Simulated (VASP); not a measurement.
# AgCl (Pm-3m) in VASP: notebook, part 2 of 2

VASP 6.6.1.

## 4. Single point, PBE

Input file INCAR:

```
ALGO = Normal
EDIFF = 1E-6
ENCUT = 500
GGA = PE
GGA_COMPAT = False
ISIF = 2
ISMEAR = 0
LASPH = True
LCHARG = True
LELF = True
LREAL = False
LVHAR = True
LWAVE = False
NBANDS = 16
NELM = 120
PREC = Accurate
SIGMA = 0.02
```

Input file KPOINTS:

```
Automatic mesh
0
Gamma
  6 6 6
  0.5 0.5 0.5
```

Input file POSCAR:

```
AgCl
1.0
    3.4339730000      0.0000000000      0.0000000000
    0.0000000000      3.4339730000      0.0000000000
    0.0000000000      0.0000000000      3.4339730000
Ag Cl
1 1
Direct
    0.0000000000      0.0000000000      0.0000000000
    0.5000000000      0.5000000000      0.5000000000
```

Potentials or basis: VASP PAW PBE potentials, release 64 (Ag, Cl).

Command:

```sh
$ cat potpaw_PBE.64/Ag/POTCAR potpaw_PBE.64/Cl/POTCAR > POTCAR
$ mpirun -np 1 vasp_std > vasp.out
```

OUTCAR:

```text
EDIFF = 1E-6
   ENCUT = 500
   GGA = PE
   ISIF = 2
   ISMEAR = 0
   LASPH = True
   LREAL = False
   NELM = 120
   PREC = Accurate

 ion  position               nearest neighbor table
   1  0.000  0.000  0.000-   2 2.97   2 2.97   2 2.97   2 2.97   2 2.97   2 2.97   2 2.97   2 2.97

   2  0.500  0.500  0.500-   1 2.97   1 2.97   1 2.97   1 2.97   1 2.97   1 2.97   1 2.97   1 2.97

  LATTYP: Found a simple cubic cell.
 ALAT       =     3.4339730000

  Lattice vectors:

 A1 = (   3.4339730000,   0.0000000000,   0.0000000000)
 A2 = (   0.0000000000,   3.4339730000,   0.0000000000)
 A3 = (   0.0000000000,   0.0000000000,   3.4339730000)

Analysis of symmetry for initial positions (statically):
=====================================================================
 Subroutine PRICEL returns:
 Original cell was already a primitive cell.

 Routine SETGRP: Setting up the symmetry group for a
 simple cubic supercell.

 Subroutine GETGRP returns: Found 48 space group operations
 (whereof 48 operations were pure point group operations)
 out of a pool of 48 trial point group operations.

The static configuration has the point symmetry O_h .

Analysis of symmetry for dynamics (positions and initial velocities):
=====================================================================
 Subroutine PRICEL returns:
 Original cell was already a primitive cell.

 Routine SETGRP: Setting up the symmetry group for a
 simple cubic supercell.

 Subroutine GETGRP returns: Found 48 space group operations
 (whereof 48 operations were pure point group operations)
 out of a pool of 48 trial point group operations.

The dynamic configuration has the point symmetry O_h .

 Subroutine INISYM returns: Found 48 space group operations
 (whereof 48 operations are pure point group operations),
 and found     1 'primitive' translations

----------------------------------------------------------------------------------------

[... 96 lines left out ...]
     AMIX     =   0.40;   BMIX     =  1.00
     AMIX_MAG =   1.60;   BMIX_MAG =  1.00
  volume/ion in A,a.u.               =      20.25       136.63
  Fermi-wavevector in a.u.,A,eV,Ry     =   1.249402  2.361027 21.238760  1.561005
  Thomas-Fermi vector in A             =   2.383444
   LORBIT       =      0    0 simple, 1 ext, 2 COOP (PROOUT), +10 PAW based schemes
   GGA     = PE    functional components
   LHFCALC =     F    Hartree Fock is set to
   AEXX    =    0.0000 exact exchange contribution
   IVDW    =     0    specifies the selected vdW correction
   LEPSILON=     F    determine dielectric tensor
   LRPA    =     F    only Hartree local field effects (RPA)
 non-spin polarized calculation
 Gauss-broadening in eV      SIGMA  =   0.02
  energy-cutoff  :      500.00
  volume of cell :       40.49
 maximum number of plane-waves:      1037
 NGX is ok and might be reduce to    28
   NGX = 13   NGY = 13   NGZ = 13

 number of electron      18.0000002 magnetization

 Free energy of the ion-electron system (eV)
  ---------------------------------------------------
  ext. energy  EPLUGINS =         0.00000000
  ---------------------------------------------------
  free energy    TOTEN  =        -5.12431590 eV

  energy without entropy =       -5.12431590  energy(sigma->0) =       -5.12431590

 E-fermi :   3.9408     XC(G=0): -10.3852

 val. band max:        3.7785897002   @ k =   0.4167   0.0833   0.0833
 cond. band min:       5.4879679633   @ k =   0.0833   0.0833   0.0833
 fundamental gap:      1.7093782631
 Fermi energy:         3.9408136743

 k-point     1 :       0.0833    0.0833    0.0833
  band No.  band energies     occupation
      1     -10.6041      2.00000
      2       1.1159      2.00000
      3       1.1159      2.00000
      4       1.3785      2.00000
      5       1.8820      2.00000
      6       1.8820      2.00000
[... 167 lines left out ...]
      3      -0.2939      2.00000
      4      -0.1265      2.00000
      5       2.3124      2.00000
      6       2.3124      2.00000
[... 8 lines left out ...]
     15      19.8624      0.00000
     16      20.0546      0.00000

------------------------ aborting loop because EDIFF is reached ----------------------------------------

  FORCE on cell =-STRESS in cart. coord.  units (eV):
  Direction    XX          YY          ZZ          XY          YZ          ZX
  --------------------------------------------------------------------------------------
  -------------------------------------------------------------------------------------
  Total       -0.0659762     -0.0659762     -0.0659762     -0.0000000      0.0000000      0.0000000
  in kB       -2.6104000     -2.6104000     -2.6104000     -0.0000000      0.0000000      0.0000000
  external PRESSURE =      -2.6104000 kB  Pullay stress =       0.0000000 kB

 VOLUME and BASIS-vectors are now :
 -----------------------------------------------------------------------------
  energy-cutoff  :      500.00
  volume of cell :       40.49
      direct lattice vectors                 reciprocal lattice vectors
     3.433973000  0.000000000  0.000000000     0.291207881  0.000000000  0.000000000
     0.000000000  3.433973000  0.000000000     0.000000000  0.291207881  0.000000000
     0.000000000  0.000000000  3.433973000     0.000000000  0.000000000  0.291207881

 POSITION                                       TOTAL-FORCE (eV/Angst)
 -----------------------------------------------------------------------------------
      0.00000      0.00000      0.00000         0.000000      0.000000      0.000000
      1.71699      1.71699      1.71699         0.000000      0.000000      0.000000
 -----------------------------------------------------------------------------------
    total drift:                               -0.000000      0.000000      0.000000

  FREE ENERGIE OF THE ION-ELECTRON SYSTEM (eV)
  ---------------------------------------------------
  free  energy   TOTEN  =        -5.1243158954 eV

  energy  without entropy=       -5.1243158954  energy(sigma->0) =       -5.12431590
```

OSZICAR:

```text
N       E                     dE             d eps       ncg     rms          rms(c)
DAV:   1     0.945452583763E+02    0.94545E+02   -0.87431E+03   344   0.994E+02
DAV:   2    -0.200777985526E+01   -0.96553E+02   -0.87849E+02   392   0.215E+02
DAV:   3    -0.540401221681E+01   -0.33962E+01   -0.33872E+01   400   0.425E+01
DAV:   4    -0.542493358753E+01   -0.20921E-01   -0.20920E-01   408   0.364E+00
DAV:   5    -0.542518703449E+01   -0.25345E-03   -0.25345E-03   392   0.391E-01    0.541E+00
DAV:   6    -0.513693891759E+01    0.28825E+00   -0.35567E-01   432   0.853E+00    0.364E+00
DAV:   7    -0.512795368425E+01    0.89852E-02   -0.13702E-01   344   0.248E+00    0.205E+00
DAV:   8    -0.512457330901E+01    0.33804E-02   -0.75301E-03   352   0.878E-01    0.388E-01
DAV:   9    -0.512427426183E+01    0.29905E-03   -0.71996E-04   424   0.408E-01    0.573E-02
DAV:  10    -0.512430798772E+01   -0.33726E-04   -0.13687E-04   360   0.120E-01    0.468E-02
DAV:  11    -0.512431615836E+01   -0.81706E-05   -0.73262E-06   376   0.227E-02    0.856E-03
DAV:  12    -0.512431589544E+01    0.26292E-06   -0.49999E-07   232   0.654E-03
   1 F= -.51243159E+01 E0= -.51243159E+01  d E =-.335203E-31
```

stdout:

```text
POSCAR found type information on POSCAR AgCl
 POSCAR found :  2 types and       2 ions
 scaLAPACK will be used
 LDA part: xc-table for (Slater+PW92), standard interpolation
 POSCAR, INCAR and KPOINTS ok, starting setup
 FFT: planning ... GRIDC
 FFT: planning ... GRID_SOFT
 FFT: planning ... GRID
 WAVECAR not read
 entering main loop
```

It took 20 s on 1 thread of AMD EPYC 7R13, shared host; peak memory 0.12 GiB.

Results:

```
Free energy            : -5.1243 eV
Pressure               : -0.3 GPa
Band gap on the k mesh : 1.71 eV, indirect (least direct gap 2.88 eV)
```

A k mesh can miss the band edges.

## 5. Single point, PBE

Input file INCAR:

```
ALGO = Normal
EDIFF = 1E-6
ENCUT = 500
GGA = PE
GGA_COMPAT = F
ISIF = 2
ISMEAR = 0
LASPH = T
LCHARG = F
LREAL = F
LWAVE = F
NBANDS = 16
NELM = 120
PREC = Accurate
SIGMA = 0.02
```

Input file KPOINTS:

```
Automatic mesh
0
Gamma
  8 8 8
  0.5 0.5 0.5
```

POSCAR is that of step 4.

Command:

```sh
$ cat potpaw_PBE.64/Ag/POTCAR potpaw_PBE.64/Cl/POTCAR > POTCAR
$ mpirun -np 1 vasp_std > vasp.out
```

It took 27 s on 1 thread of AMD EPYC 7R13, shared host; peak memory 0.13 GiB.

The run converged. Its results:

```
Free energy            : -5.1226 eV
Pressure               : -0.2 GPa
Band gap on the k mesh : 1.28 eV, indirect (least direct gap 2.56 eV)
```

Levels at points of the mesh, in eV from the valence-band top:
```csv
k point,band 5,band 6,band 7,band 8,band 9,band 10,band 11,band 12,band 13,band 14
"(0.06, 0.06, 0.06)",-1.87,-1.87,-1.35,-1.29,-1.29,1.28,9.54,9.54,12.55,13.45
```

A k mesh can miss the band edges. Expect the measured gap to be larger: semilocal functionals such as PBE lack the derivative discontinuity.

## 6. Overview

```csv
k mesh,cutoff (eV),gap on the mesh (eV),pressure (GPa)
12 × 12 × 12,520,0.57,-0.3
"4 × 4 × 4, shifted",500,2.67,-0.4
"6 × 6 × 6, shifted",500,1.71,-0.3
"8 × 8 × 8, shifted",500,1.28,-0.2
```

Alike in all rows: task single point; level PBE; potentials or basis VASP PAW PBE potentials, release 64 (Ag, Cl); no spin polarisation; cell as given; smearing gaussian 0.02 eV.

On the cell as given the gap runs from 0.57 eV (PBE) to 2.67 eV (PBE); the meshes differ, which moves gaps too.

Total energies depend on the potentials used, so only differences within one code and one set of settings carry meaning.
